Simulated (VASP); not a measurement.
# H: single point with PBEsol

H:

```
H
1.0
    -1.52651    1.52651    3.03403
     1.52651   -1.52651    3.03403
     1.52651    1.52651   -3.03403
H
3
Direct
  0.75000 0.25000 0.50000
  0.25000 0.75000 0.50000
  0.50000 0.50000 0.00000
```

| Property | Result |
| --- | --- |
| Program | VASP 6.6.1 |
| Task | single point |
| Functional | PBEsol |
| Potentials or basis | VASP PAW PBE potentials, release 64 (H) |
| Cutoff | 520 eV |
| k mesh | 11 × 11 × 11 |
| Occupations | methfessel-paxton, width 0.1 eV |
| Spin | no spin polarisation |

| Quantity | Value |
| --- | --- |
| Pressure | -18.5 GPa |

Stress tensor (GPa, compression positive):
```
-18.09   0.00   0.00
  0.00 -18.09   0.00
  0.00   0.00 -19.24
```

Levels at points of the mesh, in eV from the Fermi level:
```csv
k point,band 1,band 2,band 3,band 4
"(0.00, 0.00, 0.00)",-6.74,3.94,4.35,12.48
```

Wall time 46 s on 1 thread of AMD EPYC 7R13, on a shared host, peak memory 0.13 GiB.

Caveat: the PAW data sets were made with another functional, which shifts forces and pressure a little.
